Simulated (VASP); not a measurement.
# Ru (Cmcm) in VASP: a series of runs

Runs on Ru. Level: PBE. Tasks: single point.

Everything below comes from runs of VASP 6.6.1. Logs are shortened: lines on timing, memory, paths and dates and some standing lists are left out, and cuts for length are marked.

### Step 1. The cell of the first run

The structure is orthorhombic, space group Cmcm (No. 63). Conventional cell: a = 2.708 Å, b = 4.690 Å, c = 4.268 Å, α = 90.00°, β = 90.00°, γ = 90.00°. Within 3.4 Å of Ru (site symmetry m2m) lie 12 Ru at 2.59 to 2.77 Å.

### Step 2. Single point, PBE

Input file INCAR:

```
  PREC = Accurate
  ENCUT = 520
  EDIFF = 1E-6
  ISMEAR = -5
  SIGMA = 0.1
  LREAL = False
  LASPH = True
  NELM = 80
  ALGO = Normal
  ISIF = 2
  LWAVE = False
  LCHARG = False
  GGA = PE
  NBANDS = 21
```

Input file KPOINTS:

```
regular mesh
0
Gamma
  3 3 2
```

Input file POSCAR:

```
Ru
1.0
    2.7078263433      0.0000000000      0.0000000000
   -1.3539131716      2.3450464023      0.0000000000
    0.0000000000      0.0000000000      4.2681017800
Ru
2
Direct
    0.3333333333      0.6666666667      0.2500000000
    0.7093097461      0.4186194922      0.7500000000
```

Potentials or basis: VASP PAW PBE potentials, release 64 (Ru_pv).

On the command line:

```bash
$ cat potpaw_PBE.64/Ru_pv/POTCAR > POTCAR
$ mpirun -np 1 vasp_std > vasp.out
```

OUTCAR:

```text
PREC = Accurate
   ENCUT = 520
   EDIFF = 1E-6
   ISMEAR = -5
   LREAL = False
   LASPH = True
   NELM = 80
   ISIF = 2
   GGA = PE

 ion  position               nearest neighbor table
   1  0.333  0.667  0.250-   2 2.59   2 2.59   2 2.59   2 2.59   2 2.77   2 2.77
   2  0.709  0.419  0.750-   1 2.59   1 2.59   1 2.59   1 2.59   1 2.77   1 2.77

  LATTYP: Found a hexagonal cell.
 ALAT       =     2.7078263433
 C/A-ratio  =     1.5762095640

  Lattice vectors:

 A1 = (   2.7078263433,   0.0000000000,   0.0000000000)
 A2 = (  -1.3539131716,   2.3450464023,   0.0000000000)
 A3 = (   0.0000000000,   0.0000000000,   4.2681017800)

Analysis of symmetry for initial positions (statically):
=====================================================================
 Subroutine PRICEL returns:
 Original cell was already a primitive cell.

 Routine SETGRP: Setting up the symmetry group for a
 hexagonal supercell.

 Subroutine GETGRP returns: Found  8 space group operations
 (whereof  2 operations were pure point group operations)
 out of a pool of 24 trial point group operations.

The static configuration has the point symmetry C_1h.
 The point group associated with its full space group is D_2h.

Analysis of symmetry for dynamics (positions and initial velocities):
=====================================================================
 Subroutine PRICEL returns:
 Original cell was already a primitive cell.

 Routine SETGRP: Setting up the symmetry group for a
 hexagonal supercell.

 Subroutine GETGRP returns: Found  8 space group operations
 (whereof  2 operations were pure point group operations)
 out of a pool of 24 trial point group operations.

The dynamic configuration has the point symmetry C_1h.
 The point group associated with its full space group is D_2h.

 Subroutine INISYM returns: Found  8 space group operations
 (whereof  2 operations are pure point group operations),
 and found     1 'primitive' translations

----------------------------------------------------------------------------------------

                                     Primitive cell

  volume of cell :      27.1024

  direct lattice vectors                    reciprocal lattice vectors
     2.707826343  0.000000000  0.000000000     0.369299901  0.213215397  0.000000000
    -1.353913172  2.345046402  0.000000000     0.000000000  0.426430794  0.000000000
     0.000000000  0.000000000  4.268101780     0.000000000  0.000000000  0.234296193

  length of vectors
     2.707826343  2.707826343  4.268101780     0.426430794  0.426430794  0.234296193

  position of ions in fractional coordinates (direct lattice)
     0.333333333  0.666666667  0.250000000
     0.709309746  0.418619492  0.750000000

  ion indices of the primitive-cell ions
   primitive index   ion index
                 1           1
                 2           2

----------------------------------------------------------------------------------------

 KPOINTS: regular mesh

Automatic generation of k-mesh.
 Grid dimensions read from file:
 generate k-points for:    3    3    2

 Generating k-lattice:

  Cartesian coordinates                     Fractional coordinates (reciprocal lattice)
     0.123099967  0.071071799  0.000000000     0.333333333  0.000000000  0.000000000
     0.000000000  0.142143598  0.000000000     0.000000000  0.333333333  0.000000000
     0.000000000  0.000000000  0.117148097     0.000000000  0.000000000  0.500000000

  Length of vectors
     0.142143598  0.142143598  0.117148097

  Shift w.r.t. Gamma in fractional coordinates (k-lattice)
     0.000000000  0.000000000  0.000000000

 TETIRR: Found     39 inequivalent tetrahedra from      108

 Subroutine IBZKPT returns following result:
 ===========================================

 Found      8 irreducible k-points:

 Following reciprocal coordinates:
            Coordinates               Weight
  0.000000  0.000000  0.000000      1.000000
  0.333333 -0.000000  0.000000      4.000000
  0.000000  0.333333  0.000000      2.000000
  0.333333  0.333333  0.000000      2.000000
  0.000000  0.000000  0.500000      1.000000
  0.333333 -0.000000  0.500000      4.000000
  0.000000  0.333333  0.500000      2.000000
  0.333333  0.333333  0.500000      2.000000
   k-points           NKPTS =      8   k-points in BZ     NKDIM =      8   number of bands    NBANDS=     21
   number of dos      NEDOS =    301   number of ions     NIONS =      2
   total plane-waves  NPLWV =  12800
   dimension x,y,z NGX =    20 NGY =   20 NGZ =   32
   dimension x,y,z NGXF=    40 NGYF=   40 NGZF=   64
   ions per type =               2
   NGX,Y,Z   is equivalent  to a cutoff of  12.28, 12.28, 12.46 a.u.
   NGXF,Y,Z  is equivalent  to a cutoff of  24.56, 24.56, 24.93 a.u.
 SYSTEM =  unknown system
   PREC   = accura    normal or accurate (medium, high low for compatibility)
   ISTART =      0    job   : 0-new  1-cont  2-samecut
   ICHARG =      2    charge: 1-file 2-atom 10-const
   ISPIN  =      1    spin polarized calculation?
   LNONCOLLINEAR =      F non collinear calculations
   LSORBIT =      F    spin-orbit coupling
   LASPH  =      T    aspherical Exc in radial PAW
   ENCUT  =  520.0 eV  38.22 Ry    6.18 a.u.   5.03  5.03  7.94*2*pi/ulx,y,z
   NELM   =     80;   NELMIN=  2; NELMDL= -5     # of ELM steps
   EDIFF  = 0.1E-05   stopping-criterion for ELM
   LREAL  =      F    real-space projection
   EDIFFG = 0.1E-04   stopping-criterion for IOM
   NSW    =      0    number of steps for IOM
   IBRION =     -1    ionic relax: 0-MD 1-quasi-New 2-CG
   NFREE  =      0    steps in history (QN), initial steepest desc. (CG)
   ISIF   =      2    stress and relaxation
   ISYM   =      2    0-nonsym 1-usesym 2-fastsym
   POTIM  = 0.5000    time-step for ionic-motion
   TEBEG  =    0.0;   TEEND  =   0.0 temperature during run
   PSTRESS=    0.0 pullay stress
   NELECT =      28.0000    total number of electrons
   NUPDOWN=      -1.0000    fix difference up-down
   EMIN   =  10.00;   EMAX   =-10.00  energy-range for DOS
   EFERMI =   0.00;   METHOD = LEGACY
   ISMEAR =    -5;   SIGMA  =   0.10  broadening in eV -4-tet -1-fermi 0-gaus
   EFERMI_NEDOS =   21; number of points for ismear=-14 and -15
   IALGO  =     38    algorithm
   IMIX   =      4    mixing-type and parameters
     AMIX     =   0.40;   BMIX     =  1.00
     AMIX_MAG =   1.60;   BMIX_MAG =  1.00
  volume/ion in A,a.u.               =      13.55        91.45
  Fermi-wavevector in a.u.,A,eV,Ry     =   1.654977  3.127452 37.265640  2.738947
  Thomas-Fermi vector in A             =   2.743152
   LORBIT       =      0    0 simple, 1 ext, 2 COOP (PROOUT), +10 PAW based schemes
   GGA     = PE    functional components
   LHFCALC =     F    Hartree Fock is set to
   AEXX    =    0.0000 exact exchange contribution
   IVDW    =     0    specifies the selected vdW correction
   LEPSILON=     F    determine dielectric tensor
   LRPA    =     F    only Hartree local field effects (RPA)
 non-spin polarized calculation
 Fermi weights with tetrahedron method with Bloechl corrections
  energy-cutoff  :      520.00
  volume of cell :       27.10
 maximum number of plane-waves:       732
   NGX = 11   NGY = 11   NGZ = 15

 number of electron      28.0000006 magnetization

 Free energy of the ion-electron system (eV)
  ---------------------------------------------------
  ext. energy  EPLUGINS =         0.00000000
  ---------------------------------------------------
  free energy    TOTEN  =       -17.44011075 eV

  energy without entropy =      -17.44011075  energy(sigma->0) =      -17.44011075

 E-fermi :  13.0726     XC(G=0): -14.1324

 val. band max:       13.0243056771   @ k =   0.3333  -0.0000   0.0000
 cond. band min:      13.1490342946   @ k =   0.0000   0.0000   0.5000
 fundamental gap:      0.1247286174
 Fermi energy:        13.0725987704

 k-point     1 :       0.0000    0.0000    0.0000
  band No.  band energies     occupation
      1     -30.8138      2.00000
      2     -29.9039      2.00000
      3     -29.7785      2.00000
      4     -29.7025      2.00000
      5     -29.6444      2.00000
      6     -29.6143      2.00000
[... 13 lines left out ...]
     20      23.2913      0.00000
     21      23.3672      0.00000

 k-point     2 :       0.3333   -0.0000    0.0000
  band No.  band energies     occupation
      1     -30.4607      2.00000
      2     -30.4097      2.00000
      3     -30.2363      2.00000
      4     -29.9911      2.00000
      5     -29.8306      2.00000
      6     -29.7652      2.00000
[... 13 lines left out ...]
     20      23.2907      0.00000
     21      23.2926      0.00000

 k-point     3 :       0.0000    0.3333    0.0000
  band No.  band energies     occupation
      1     -30.5782      2.00000
      2     -30.3904      2.00000
      3     -30.1951      2.00000
      4     -30.0615      2.00000
      5     -29.7482      2.00000
      6     -29.7041      2.00000
[... 13 lines left out ...]
     20      23.2907      0.00000
     21      23.2927      0.00000

 k-point     4 :       0.3333    0.3333    0.0000
  band No.  band energies     occupation
      1     -30.4507      2.00000
      2     -30.2823      2.00000
      3     -30.2677      2.00000
      4     -30.2366      2.00000
      5     -30.0835      2.00000
      6     -29.9806      2.00000
[... 13 lines left out ...]
     20      23.2915      0.00000
     21      23.2915      0.00000

 k-point     5 :       0.0000    0.0000    0.5000
  band No.  band energies     occupation
      1     -30.2356      2.00000
      2     -30.2356      2.00000
      3     -29.7753      2.00000
      4     -29.7753      2.00000
      5     -29.7357      2.00000
      6     -29.7357      2.00000
[... 13 lines left out ...]
     20      23.2911      0.00000
     21      27.4848      0.00000

 k-point     6 :       0.3333   -0.0000    0.5000
  band No.  band energies     occupation
      1     -30.5669      2.00000
      2     -30.5669      2.00000
      3     -29.9388      2.00000
      4     -29.9388      2.00000
      5     -29.8359      2.00000
      6     -29.8359      2.00000
[... 13 lines left out ...]
     20      23.2907      0.00000
     21      26.6276      0.00000

 k-point     7 :       0.0000    0.3333    0.5000
  band No.  band energies     occupation
      1     -30.4612      2.00000
      2     -30.4612      2.00000
      3     -29.9768      2.00000
      4     -29.9768      2.00000
      5     -29.9066      2.00000
      6     -29.9066      2.00000
[... 13 lines left out ...]
     20      23.2909      0.00000
     21      26.2826      0.00000

 k-point     8 :       0.3333    0.3333    0.5000
  band No.  band energies     occupation
      1     -30.5606      2.00000
      2     -30.5606      2.00000
      3     -30.2605      2.00000
      4     -30.2605      2.00000
      5     -29.8197      2.00000
      6     -29.8197      2.00000
[... 13 lines left out ...]
     20      23.2878      0.00000
     21      23.5325      0.00000

------------------------ aborting loop because EDIFF is reached ----------------------------------------

  FORCE on cell =-STRESS in cart. coord.  units (eV):
  Direction    XX          YY          ZZ          XY          YZ          ZX
  --------------------------------------------------------------------------------------
  -------------------------------------------------------------------------------------
  Total        5.6301340      4.3043027     -2.1806443      0.0000000      0.0000000      0.0000000
  in kB      332.8298684    254.4522940   -128.9105303      0.0000000      0.0000000      0.0000000
  external PRESSURE =     152.7905440 kB  Pullay stress =       0.0000000 kB

 VOLUME and BASIS-vectors are now :
 -----------------------------------------------------------------------------
  energy-cutoff  :      520.00
  volume of cell :       27.10
      direct lattice vectors                 reciprocal lattice vectors
     2.707826343  0.000000000  0.000000000     0.369299901  0.213215397  0.000000000
    -1.353913172  2.345046402  0.000000000     0.000000000  0.426430794  0.000000000
     0.000000000  0.000000000  4.268101780     0.000000000  0.000000000  0.234296193

 POSITION                                       TOTAL-FORCE (eV/Angst)
 -----------------------------------------------------------------------------------
     -0.00000      1.56336      1.06703         0.000000      2.086843      0.000000
      1.35391      0.98168      3.20108        -0.000000     -2.086843      0.000000
 -----------------------------------------------------------------------------------
    total drift:                                0.000000     -0.000005      0.000000

  FREE ENERGIE OF THE ION-ELECTRON SYSTEM (eV)
  ---------------------------------------------------
  free  energy   TOTEN  =       -17.4401107524 eV

  energy  without entropy=      -17.4401107524  energy(sigma->0) =      -17.44011075
```

Wall time 3.3 s (1 thread of Intel Xeon 6975P-C, shared host); peak memory 0.13 GiB.

Results:

```yaml
Free_energy: -17.4401 eV
Pressure: 15.3 GPa
Largest_force: 2.087 eV/Å
Band_gap_on_the_k_mesh: zero (band 14 reaches 13.69 eV, above the bottom of band 15 at 12.16 eV)
```

Forces on the atoms (eV/Å):
```
Ru   0.000  2.087  0.000
Ru   0.000 -2.087  0.000
```

Stress tensor (GPa, compression positive):
```
 33.28   0.00   0.00
  0.00  25.45   0.00
  0.00   0.00 -12.89
```

Caveat: the k points lie up to 0.89 Å⁻¹ apart; forces of over 1 eV/Å act on the atoms, so gaps and moduli don't describe the material at rest; tetrahedron occupations give inexact forces and stress in metals.

### Step 3. Single point, PBE

Input file INCAR:

```
  PREC = Accurate
  ENCUT = 600
  EDIFF = 1E-6
  ISMEAR = -5
  SIGMA = 0.1
  LREAL = False
  LASPH = True
  NELM = 120
  ALGO = Normal
  ISIF = 2
  LWAVE = False
  LCHARG = False
  GGA = PE
  NBANDS = 23
  GGA_COMPAT = False
```

KPOINTS is that of step 2.

POSCAR is that of step 2.

Potentials or basis: VASP PAW PBE potentials, release 64 (Ru_sv).

On the command line:

```bash
$ cat potpaw_PBE.64/Ru_sv/POTCAR > POTCAR
$ mpirun -np 1 vasp_std > vasp.out
```

OUTCAR:

```text
PREC = Accurate
   ENCUT = 600
   EDIFF = 1E-6
   ISMEAR = -5
   LREAL = False
   LASPH = True
   NELM = 120
   ISIF = 2
   GGA = PE

 ion  position               nearest neighbor table
   1  0.333  0.667  0.250-   2 2.59   2 2.59   2 2.59   2 2.59   2 2.77   2 2.77
   2  0.709  0.419  0.750-   1 2.59   1 2.59   1 2.59   1 2.59   1 2.77   1 2.77

  LATTYP: Found a hexagonal cell.
 ALAT       =     2.7078263433
 C/A-ratio  =     1.5762095640

  Lattice vectors:

 A1 = (   2.7078263433,   0.0000000000,   0.0000000000)
 A2 = (  -1.3539131716,   2.3450464023,   0.0000000000)
 A3 = (   0.0000000000,   0.0000000000,   4.2681017800)

Analysis of symmetry for initial positions (statically):
=====================================================================
 Subroutine PRICEL returns:
 Original cell was already a primitive cell.

 Routine SETGRP: Setting up the symmetry group for a
 hexagonal supercell.

 Subroutine GETGRP returns: Found  8 space group operations
 (whereof  2 operations were pure point group operations)
 out of a pool of 24 trial point group operations.
[... 146 lines left out ...]
  ---------------------------------------------------
  free energy    TOTEN  =       -17.53178784 eV

  energy without entropy =      -17.53178784  energy(sigma->0) =      -17.53178784

 E-fermi :  15.4052     XC(G=0): -14.2544

 val. band max:       15.3564299918   @ k =   0.3333  -0.0000   0.0000
 cond. band min:      15.4823290801   @ k =   0.0000   0.0000   0.5000
 fundamental gap:      0.1258990883
 Fermi energy:        15.4051892965

 k-point     1 :       0.0000    0.0000    0.0000
  band No.  band energies     occupation
      1     -57.9540      2.00000
      2     -57.7374      2.00000
      3     -28.4698      2.00000
      4     -27.5603      2.00000
      5     -27.4357      2.00000
      6     -27.3597      2.00000
[... 197 lines left out ...]
     22      25.8516      0.00000
     23      26.5093      0.00000

------------------------ aborting loop because EDIFF is reached ----------------------------------------

  FORCE on cell =-STRESS in cart. coord.  units (eV):
  Direction    XX          YY          ZZ          XY          YZ          ZX
  --------------------------------------------------------------------------------------
  -------------------------------------------------------------------------------------
  Total        5.5765640      4.2692631     -2.2437475      0.0000000     -0.0000000      0.0000000
  in kB      329.6630355    252.3808985   -132.6409272      0.0000000     -0.0000000      0.0000000
  external PRESSURE =     149.8010022 kB  Pullay stress =       0.0000000 kB

 VOLUME and BASIS-vectors are now :
 -----------------------------------------------------------------------------
  energy-cutoff  :      600.00
  volume of cell :       27.10
      direct lattice vectors                 reciprocal lattice vectors
     2.707826343  0.000000000  0.000000000     0.369299901  0.213215397  0.000000000
    -1.353913172  2.345046402  0.000000000     0.000000000  0.426430794  0.000000000
     0.000000000  0.000000000  4.268101780     0.000000000  0.000000000  0.234296193

 POSITION                                       TOTAL-FORCE (eV/Angst)
 -----------------------------------------------------------------------------------
     -0.00000      1.56336      1.06703         0.000000      2.087391      0.000000
      1.35391      0.98168      3.20108        -0.000000     -2.087391     -0.000000
 -----------------------------------------------------------------------------------
    total drift:                                0.000000      0.000001     -0.000000

  FREE ENERGIE OF THE ION-ELECTRON SYSTEM (eV)
  ---------------------------------------------------
  free  energy   TOTEN  =       -17.5317878368 eV

  energy  without entropy=      -17.5317878368  energy(sigma->0) =      -17.53178784
```

Wall time 8.1 s (1 thread of Intel Xeon Platinum 8259CL at 2.50GHz (Skylake/Cascade Lake), shared host); peak memory 0.15 GiB.

What came out:

| Property | Result |
| --- | --- |
| Free energy | -17.5318 eV |
| Pressure | 15.0 GPa |
| Largest force | 2.087 eV/Å |
| Band gap on the k mesh | zero (band 16 reaches 16.02 eV, above the bottom of band 17 at 14.50 eV) |

Forces on the atoms (eV/Å):
```
Ru   0.000  2.087  0.000
Ru   0.000 -2.087  0.000
```

Caveat: the k points lie up to 0.89 Å⁻¹ apart; forces of over 1 eV/Å act on the atoms, so gaps and moduli don't describe the material at rest; tetrahedron occupations give inexact forces and stress in metals.
